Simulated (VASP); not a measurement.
# TePb (Fm-3m) in VASP: single point with HSE06

Aim: the single point of TePb with HSE06.

Everything below comes from runs of VASP 6.6.1. Logs are shortened: lines on timing, memory, paths and dates and some standing lists are left out, and cuts for length are marked.

**1. The cell of the first run**

The structure is cubic, space group Fm-3m (No. 225). The conventional cell has a = 6.340 Å, b = 6.340 Å, c = 6.340 Å, α = 90.00°, β = 90.00°, γ = 90.00°. Within 4.2 Å of Pb (site symmetry m-3m) lie 6 Te at 3.17 Å. Within 4.2 Å of Te (site symmetry m-3m) lie 6 Pb at 3.17 Å.

**2. Single point, HSE06 (strain -3.0%)**

POSCAR reads:

```
TePb
1.0
    0.0000000000      3.1698017434      3.1698017434
    3.1698017434      0.0000000000      3.1698017434
    3.1698017434      3.1698017434      0.0000000000
Pb Te
1 1
Direct
    0.0000000000      0.0000000000      0.0000000000
    0.5000000000      0.5000000000      0.5000000000
```

INCAR.step1 reads:

```
  PREC = Accurate
  ENCUT = 520
  EDIFF = 1E-5
  ISMEAR = 0
  SIGMA = 0.01
  LREAL = F
  LASPH = T
  NELM = 60
  ALGO = Normal
  ISIF = 2
  LWAVE = T
  LCHARG = F
  GGA = PE
  NBANDS = 17
```

INCAR.step2 reads:

```
  PREC = Accurate
  ENCUT = 520
  EDIFF = 1E-7
  ISMEAR = 0
  SIGMA = 0.01
  LREAL = F
  LASPH = T
  NELM = 60
  ALGO = Normal
  ISIF = 2
  LWAVE = F
  LCHARG = F
  GGA = PE
  LHFCALC = T
  HFSCREEN = 0.2079
  PRECFOCK = Normal
  ISTART = 1
  NBANDS = 17
```

KPOINTS reads:

```
Automatic mesh
0
Gamma
  6 6 6
```

Potentials or basis: VASP PAW PBE potentials, release 64 (Pb_d, Te).

The run is started by

```console
cat potpaw_PBE.64/Pb_d/POTCAR potpaw_PBE.64/Te/POTCAR > POTCAR
cp INCAR.step1 INCAR
mpirun -np 1 vasp_std > vasp.out
cp INCAR.step2 INCAR
mpirun -np 1 vasp_std > vasp.out
```

OUTCAR:

```text
PREC = Accurate
   ENCUT = 520
   EDIFF = 1E-7
   ISMEAR = 0
   LREAL = F
   LASPH = T
   NELM = 60
   ISIF = 2
   GGA = PE
   LHFCALC = T
   HFSCREEN = 0.2079
   PRECFOCK = Normal
   ISTART = 1

 ion  position               nearest neighbor table
   1  0.000  0.000  0.000-   2 3.17   2 3.17   2 3.17   2 3.17   2 3.17   2 3.17
   2  0.500  0.500  0.500-   1 3.17   1 3.17   1 3.17   1 3.17   1 3.17   1 3.17

  LATTYP: Found a face centered cubic cell.
 ALAT       =     6.3396034868

  Lattice vectors:

 A1 = (   0.0000000000,   3.1698017434,   3.1698017434)
 A2 = (   3.1698017434,   0.0000000000,   3.1698017434)
 A3 = (   3.1698017434,   3.1698017434,   0.0000000000)

Analysis of symmetry for initial positions (statically):
=====================================================================
 Subroutine PRICEL returns:
 Original cell was already a primitive cell.

 Routine SETGRP: Setting up the symmetry group for a
 face centered cubic supercell.

 Subroutine GETGRP returns: Found 48 space group operations
 (whereof 48 operations were pure point group operations)
 out of a pool of 48 trial point group operations.

The static configuration has the point symmetry O_h .

Analysis of symmetry for dynamics (positions and initial velocities):
=====================================================================
 Subroutine PRICEL returns:
 Original cell was already a primitive cell.

 Routine SETGRP: Setting up the symmetry group for a
 face centered cubic supercell.

 Subroutine GETGRP returns: Found 48 space group operations
 (whereof 48 operations were pure point group operations)
 out of a pool of 48 trial point group operations.

The dynamic configuration has the point symmetry O_h .

 Subroutine INISYM returns: Found 48 space group operations
 (whereof 48 operations are pure point group operations),
 and found     1 'primitive' translations

----------------------------------------------------------------------------------------

                                     Primitive cell

  volume of cell :      63.6981

  direct lattice vectors                    reciprocal lattice vectors
     0.000000000  3.169801743  3.169801743    -0.157738572  0.157738572  0.157738572
     3.169801743  0.000000000  3.169801743     0.157738572 -0.157738572  0.157738572
     3.169801743  3.169801743  0.000000000     0.157738572  0.157738572 -0.157738572

  length of vectors
     4.482776616  4.482776616  4.482776616     0.273211221  0.273211221  0.273211221

  position of ions in fractional coordinates (direct lattice)
     0.000000000  0.000000000  0.000000000
     0.500000000  0.500000000  0.500000000

  ion indices of the primitive-cell ions
   primitive index   ion index
                 1           1
                 2           2

----------------------------------------------------------------------------------------

 KPOINTS: Automatic mesh

Automatic generation of k-mesh.
 Grid dimensions read from file:
 generate k-points for:    6    6    6

 Generating k-lattice:

  Cartesian coordinates                     Fractional coordinates (reciprocal lattice)
    -0.026289762  0.026289762  0.026289762     0.166666667  0.000000000  0.000000000
     0.026289762 -0.026289762  0.026289762     0.000000000  0.166666667  0.000000000
     0.026289762  0.026289762 -0.026289762     0.000000000  0.000000000  0.166666667

  Length of vectors
     0.045535203  0.045535203  0.045535203

  Shift w.r.t. Gamma in fractional coordinates (k-lattice)
     0.000000000  0.000000000  0.000000000

 Subroutine IBZKPT returns following result:
 ===========================================

 Found     16 irreducible k-points:

 Following reciprocal coordinates:
            Coordinates               Weight
  0.000000  0.000000  0.000000      1.000000
  0.166667  0.000000  0.000000      8.000000
  0.333333  0.000000  0.000000      8.000000
  0.500000  0.000000  0.000000      4.000000
  0.166667  0.166667  0.000000      6.000000
  0.333333  0.166667  0.000000     24.000000
[... 8 lines left out ...]
 -0.333333  0.333333  0.166667     24.000000
 -0.333333  0.500000  0.166667     12.000000
   k-points           NKPTS =     16   k-points in BZ     NKDIM =    216   number of bands    NBANDS=     17
   number of dos      NEDOS =    301   number of ions     NIONS =      2
   total plane-waves  NPLWV =  46656
   dimension x,y,z NGX =    36 NGY =   36 NGZ =   36
   dimension x,y,z NGXF=    72 NGYF=   72 NGZF=   72
   ions per type =               1   1
   NGX,Y,Z   is equivalent  to a cutoff of  13.35, 13.35, 13.35 a.u.
   NGXF,Y,Z  is equivalent  to a cutoff of  26.70, 26.70, 26.70 a.u.
 SYSTEM =  unknown system
   PREC   = accura    normal or accurate (medium, high low for compatibility)
   ISTART =      1    job   : 0-new  1-cont  2-samecut
   ICHARG =      0    charge: 1-file 2-atom 10-const
   ISPIN  =      1    spin polarized calculation?
   LNONCOLLINEAR =      F non collinear calculations
   LSORBIT =      F    spin-orbit coupling
   LASPH  =      T    aspherical Exc in radial PAW
   ENCUT  =  520.0 eV  38.22 Ry    6.18 a.u.   8.33  8.33  8.33*2*pi/ulx,y,z
   NELM   =     60;   NELMIN=  2; NELMDL=  0     # of ELM steps
   EDIFF  = 0.1E-06   stopping-criterion for ELM
   LREAL  =      F    real-space projection
   EDIFFG = 0.1E-05   stopping-criterion for IOM
   NSW    =      0    number of steps for IOM
   IBRION =     -1    ionic relax: 0-MD 1-quasi-New 2-CG
   NFREE  =      0    steps in history (QN), initial steepest desc. (CG)
   ISIF   =      2    stress and relaxation
   ISYM   =      3    0-nonsym 1-usesym 2-fastsym
   POTIM  = 0.5000    time-step for ionic-motion
   TEBEG  =    0.0;   TEEND  =   0.0 temperature during run
   PSTRESS=    0.0 pullay stress
   NELECT =      20.0000    total number of electrons
   NUPDOWN=      -1.0000    fix difference up-down
   EMIN   =  10.00;   EMAX   =-10.00  energy-range for DOS
   EFERMI =   0.00;   METHOD = LEGACY
   ISMEAR =     0;   SIGMA  =   0.01  broadening in eV -4-tet -1-fermi 0-gaus
   EFERMI_NEDOS =   21; number of points for ismear=-14 and -15
   IALGO  =     38    algorithm
   IMIX   =      1    mixing-type and parameters
     AMIX     =   0.40;   BMIX     =  1.00
     AMIX_MAG =   1.60;   BMIX_MAG =  1.00
  volume/ion in A,a.u.               =      31.85       214.93
  Fermi-wavevector in a.u.,A,eV,Ry     =   1.112695  2.102688 16.845234  1.238090
  Thomas-Fermi vector in A             =   2.249272
   LORBIT       =      0    0 simple, 1 ext, 2 COOP (PROOUT), +10 PAW based schemes
   GGA     = PE    functional components
   LHFCALC =     T    Hartree Fock is set to
   PRECFOCK=normal    Normal, Fast or Accurate (Low or Medium for compatibility)
   ENCUT4O =  -1.0   cutoff for four orbital integrals eV
   NKREDX  =     1    reduce k-point grid by
   NKREDY  =     1    reduce k-point grid by
   NKREDZ  =     1    reduce k-point grid by
   AEXX    =    0.2500 exact exchange contribution
   HFSCREEN=    0.2079 screening length (either q_TF or 0.3 A-1)
   HFSCREENC=   0.2079 screening length for correlation (either q_TF or 0.3 A-1)
   ENCUTFOCK=  -1.0 apply spherical cutoff to Coloumb kernel
   IVDW    =     0    specifies the selected vdW correction
   LEPSILON=     F    determine dielectric tensor
   LRPA    =     F    only Hartree local field effects (RPA)
 non-spin polarized calculation
 Gauss-broadening in eV      SIGMA  =   0.01
  energy-cutoff  :      520.00
  volume of cell :       63.70
 maximum number of plane-waves:      1736
 NGX is ok and might be reduce to    36
  NGX = 28; NGY = 28; NGZ = 28

 number of electron      19.9999998 magnetization

 Free energy of the ion-electron system (eV)
  ---------------------------------------------------
  ext. energy  EPLUGINS =         0.00000000
  ---------------------------------------------------
  free energy    TOTEN  =        -8.91471289 eV

  energy without entropy =       -8.91471289  energy(sigma->0) =       -8.91471289

 E-fermi :   6.2543     XC(G=0):  -7.9637

 val. band max:        6.1751100954   @ k =   0.5000   0.0000   0.0000
 cond. band min:       7.0853745529   @ k =   0.5000   0.0000   0.0000
 fundamental gap:      0.9102644575
 Fermi energy:         6.2542813283

 k-point     1 :       0.0000    0.0000    0.0000
  band No.  band energies     occupation
      1     -12.5308      2.00000
      2     -12.5308      2.00000
      3     -12.5070      2.00000
      4     -12.5070      2.00000
      5     -12.5070      2.00000
      6      -7.6901      2.00000
[... 9 lines left out ...]
     16      12.3495      0.00000
     17      13.9210      0.00000

 k-point     2 :       0.1667    0.0000    0.0000
  band No.  band energies     occupation
      1     -12.5360      2.00000
      2     -12.5360      2.00000
      3     -12.5065      2.00000
      4     -12.5024      2.00000
      5     -12.5024      2.00000
      6      -7.4067      2.00000
[... 9 lines left out ...]
     16      12.9235      0.00000
     17      15.8301      0.00000

 k-point     3 :       0.3333    0.0000    0.0000
  band No.  band energies     occupation
      1     -12.5477      2.00000
      2     -12.5477      2.00000
      3     -12.5057      2.00000
      4     -12.4915      2.00000
      5     -12.4915      2.00000
      6      -6.6243      2.00000
[... 9 lines left out ...]
     16      14.4303      0.00000
     17      18.3623      0.00000

 k-point     4 :       0.5000    0.0000    0.0000
  band No.  band energies     occupation
      1     -12.5538      2.00000
      2     -12.5538      2.00000
      3     -12.5055      2.00000
      4     -12.4859      2.00000
      5     -12.4859      2.00000
      6      -5.9335      2.00000
[... 9 lines left out ...]
     16      16.1594      0.00000
     17      16.3095      0.00000
[... 183 lines left out ...]
      1     -12.5804      2.00000
      2     -12.5353      2.00000
      3     -12.5073      2.00000
      4     -12.4883      2.00000
      5     -12.4832      2.00000
      6      -6.0288      2.00000
[... 9 lines left out ...]
     16      15.9762      0.00000
     17      16.5562      0.00000

 k-point    15 :      -0.3333    0.3333    0.1667
  band No.  band energies     occupation
      1     -12.5846      2.00000
      2     -12.5403      2.00000
      3     -12.4988      2.00000
      4     -12.4954      2.00000
      5     -12.4786      2.00000
      6      -5.5345      2.00000
[... 9 lines left out ...]
     16      17.2817      0.00000
     17      17.5101      0.00000

 k-point    16 :      -0.3333    0.5000    0.1667
  band No.  band energies     occupation
      1     -12.6030      2.00000
      2     -12.5302      2.00000
      3     -12.5092      2.00000
      4     -12.4864      2.00000
      5     -12.4742      2.00000
      6      -5.4344      2.00000
[... 9 lines left out ...]
     16      17.8976      0.00000
     17      18.6511      0.00000

------------------------ aborting loop because EDIFF is reached ----------------------------------------

  FORCE on cell =-STRESS in cart. coord.  units (eV):
  Direction    XX          YY          ZZ          XY          YZ          ZX
  --------------------------------------------------------------------------------------
  -------------------------------------------------------------------------------------
  Total        1.5962029      1.5962029      1.5962029      0.0000000     -0.0000000      0.0000000
  in kB       40.1487821     40.1487821     40.1487821      0.0000000     -0.0000000      0.0000000
  external PRESSURE =      40.1487821 kB  Pullay stress =       0.0000000 kB

 VOLUME and BASIS-vectors are now :
 -----------------------------------------------------------------------------
  energy-cutoff  :      520.00
  volume of cell :       63.70
      direct lattice vectors                 reciprocal lattice vectors
     0.000000000  3.169801743  3.169801743    -0.157738572  0.157738572  0.157738572
     3.169801743  0.000000000  3.169801743     0.157738572 -0.157738572  0.157738572
     3.169801743  3.169801743  0.000000000     0.157738572  0.157738572 -0.157738572

 POSITION                                       TOTAL-FORCE (eV/Angst)
 -----------------------------------------------------------------------------------
      0.00000      0.00000      0.00000        -0.000000      0.000000      0.000000
      3.16980      3.16980      3.16980         0.000000     -0.000000     -0.000000
 -----------------------------------------------------------------------------------
    total drift:                               -0.000001     -0.000002     -0.000002

  FREE ENERGIE OF THE ION-ELECTRON SYSTEM (eV)
  ---------------------------------------------------
  free  energy   TOTEN  =        -8.9147128949 eV

  energy  without entropy=       -8.9147128949  energy(sigma->0) =       -8.91471289
```

It took 71 min on 1 thread of AMD EPYC 9R45 (Zen 5), shared host; peak memory 0.31 GiB.

Results:

* Free energy: -8.9147 eV
* Pressure: 4.0 GPa
* Band gap on the k mesh: 0.91 eV

Caveat: the cell differs from its parent crystal (strain -3.0%); the cell stands under pressure; the structure was generated, so it needn't be the stable form of TePb; the PAW data sets were made with another functional, which shifts forces and pressure a little; spin-orbit coupling is left out, which moves the levels of the heavy elements.
